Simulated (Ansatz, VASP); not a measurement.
# Two plane-wave programs on S

INCAR

```
  PREC = Accurate
  ENCUT = 520
  EDIFF = 1E-6
  ISMEAR = -1
  SIGMA = 0.1
  LREAL = False
  LASPH = True
  NELM = 80
  ALGO = Normal
  ISIF = 2
  LWAVE = False
  LCHARG = False
  GGA = PE
  NBANDS = 9
```

File KPOINTS:

```
regular mesh
0
Gamma
  16 16 16
```

File POSCAR:

```
S
1.0
   -1.5797529500      1.5797529500      1.5797529500
    1.5797529500     -1.5797529500      1.5797529500
    1.5797529500      1.5797529500     -1.5797529500
S
1
Direct
    0.0000000000      0.0000000000      0.0000000000
```

Input for Ansatz:

```yaml
crystal:
  lattice:
    - [-1.57975295, 1.57975295, 1.57975295]
    - [1.57975295, -1.57975295, 1.57975295]
    - [1.57975295, 1.57975295, -1.57975295]
  atoms:
    - { symbol: S, position: [0.0, 0.0, 0.0] }
kpoints:
  mp_grid: { grid: [16, 16, 16] }
  band_path:
    path:
      - [0.0, 0.0, 0.0]
      - [0.5, -0.5, 0.5]
      - [0.0, 0.0, 0.5]
      - [0.0, 0.0, 0.0]
      - [0.25, 0.25, 0.25]
      - [0.5, -0.5, 0.5]
      - [0.25, 0.25, 0.25]
      - [0.0, 0.0, 0.5]
    npoints: 8
scf:
  occupations: { method: fermi_dirac, width: 0.1 }
hamiltonian:
  xc: pbe
  pseudopotentials: { kind: paw }
output:
  forces: true
  stress: true
  eigenvalues: true
  populations: true
  dos: { projected: true, de: 0.2, e_range: [-14, 8] }
  write_density: true
  write_potential: true
  elf: true
  volumetric_format: npy
```

Change from the starting cell: volume scaled by 1, PAW files.

Alike in both runs: task single point; functional PBE; k mesh 16 × 16 × 16; occupations fermi-dirac, width 0.1 eV; no spin polarisation.

|  | VASP | Ansatz |
| --- | --- | --- |
| version | VASP 6.6.1 | Ansatz 0.2.0 |
| potentials or method | VASP PAW PBE potentials, release 64 (S) | PAW with Ansatz's default frozen-core files, scalar-relativistic |
| plane-wave cutoff (eV) | 520 | 420 |
| valence electrons in the cell | 6 | 6 |

VASP gave:

- pressure (GPa): -0.1

Q: What did Ansatz give for the same quantities?

A: Pressure (GPa): 0.0.

The functional is the same, so the differences come from potentials, cutoffs and numerics.
